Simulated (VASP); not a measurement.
Write the native input for VASP 6.6.1 that does the following.

```
Task                   : relaxation of cell and atoms
Functional             : PBE
Potentials or basis    : VASP PAW PBE potentials, release 64 (Hf_pv, Nb_sv, Te)
Cutoff                 : 600 eV
k mesh                 : 4 × 4 × 2
Occupations            : gaussian, width 0.1 eV
Spin                   : no spin polarisation
Dipole correction      : no
Further INCAR settings : ALGO = Normal; EDIFF = 1e-06; IBRION = 2; EDIFFG = -0.04; NSW = 90; ISIF = 3
```

The structure of HfNbTe4 lies in POSCAR:

```
HfNbTe4
1.0
    4.6777909600      0.0000000000      0.0000000000
    0.0000000000      4.6777909600      0.0000000000
    0.0000000000      0.0000000000      7.6617481300
Hf Nb Te
1 1 4
Direct
    0.0000000000      0.0000000000      0.0000000000
    0.5000000000      0.5000000000      0.5000000000
    0.5000000000      0.5000000000      0.7959481500
    0.5000000000      0.5000000000      0.2040518500
    0.5000000000      0.0000000000      0.5000000000
    0.0000000000      0.5000000000      0.5000000000
```

The cell was generated, and may not be a known phase.

One way to write it, as run:

INCAR

```
  ALGO = Normal
  EDIFF = 1E-6
  EDIFFG = -0.04
  ENCUT = 600
  GGA = PE
  IBRION = 2
  ISIF = 3
  ISMEAR = 0
  LASPH = True
  LCHARG = False
  LREAL = False
  LWAVE = False
  NELM = 80
  NSW = 90
  PREC = Accurate
  SIGMA = 0.1
```

KPOINTS

```
k-points
0
Gamma
  4 4 2
```

Potentials or basis: VASP PAW PBE potentials, release 64 (Hf_pv, Nb_sv, Te).

Run with:

```console
$ cat potpaw_PBE.64/Hf_pv/POTCAR potpaw_PBE.64/Nb_sv/POTCAR potpaw_PBE.64/Te/POTCAR > POTCAR
$ mpirun -np 1 vasp_std > vasp.out
```

Results of the run:

```
Relaxed volume                        : 38.40 Å³/atom
Relaxed cell                          : a = 5.111 Å, b = 5.111 Å, c = 8.819 Å, α = 90.00°, β = 90.00°, γ = 90.00°
Space group after relaxing (to 0.1 Å) : P4/mmm (No. 123)
Energy gained by relaxing             : 1198.0 meV/atom
Ionic steps                           : 11
Pressure after relaxing               : 0.0 GPa
Largest force after relaxing          : 0.014 eV/Å
Band gap on the k mesh                : zero (an odd number of electrons rules out a gap without spin polarisation)
```

Caveat: the k points lie up to 0.36 Å⁻¹ apart in the final cell, too coarse for converged energies and pressures of a metal; the volume moved by over 15 % at a fixed basis, so the end points are rough; the highest band is partly filled, so the run has too few bands; spin-orbit coupling is left out, which moves the levels of the heavy elements; an odd number of electrons without spin polarisation forces a metal; a magnetic or distorted state may lie lower.

Run time: 31 min on 1 thread of Intel Xeon 8259CL, with other jobs on the host, peak memory 0.38 GiB.
